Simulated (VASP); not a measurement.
A run of VASP 6.6.1:

The input INCAR:

```
SYSTEM = Hf
ALGO     = Normal         ! electronic algorithm
EDIFF    = 1E-6           ! SCF threshold, eV
EDIFFG   = -0.01          ! ionic threshold
ENCUT    = 600            ! plane-wave cutoff, eV
IBRION   = 2              ! ionic algorithm
ISIF     = 3              ! what is computed and relaxed
ISMEAR   = -1             ! smearing method
LASPH    = .TRUE.         ! aspherical terms in the spheres
LCHARG   = .FALSE.        ! write CHGCAR
LREAL    = .FALSE.        ! projectors in reciprocal space
LWAVE    = .FALSE.        ! write WAVECAR
NELM     = 80             ! most SCF steps
NSW      = 80             ! ionic steps
PREC     = Accurate       ! precision mode
SIGMA    = 0.1            ! smearing width, eV
```

File KPOINTS:

```
k-points
0
G
  11 11 11
  0 0 0
```

POSCAR

```
Hf
1.0
    2.8913220498      0.0000000000      0.0000000000
    0.0000000000      2.8913220498      0.0000000000
    0.0000000000      0.0000000000      2.8913220498
Hf
1
Direct
    0.0000000000      0.0000000000      0.0000000000
```

Potentials or basis: VASP PAW LDA potentials, release 64 (Hf_pv).

Launch:

```console
$ cat potpaw_LDA.64/Hf_pv/POTCAR > POTCAR
$ mpirun -np 1 vasp_std > vasp.out
```

Hardware: 1 thread of Intel(R) Xeon(R) Platinum 8488C (Sapphire Rapids) (shared host).

Q: How long does it take, and how much memory?

A: Wall time 14 s on 1 thread of Intel(R) Xeon(R) Platinum 8488C (Sapphire Rapids), with other jobs on the host, peak memory 0.14 GiB. Counts: scf iterations 25, k points 56, ion steps 3.
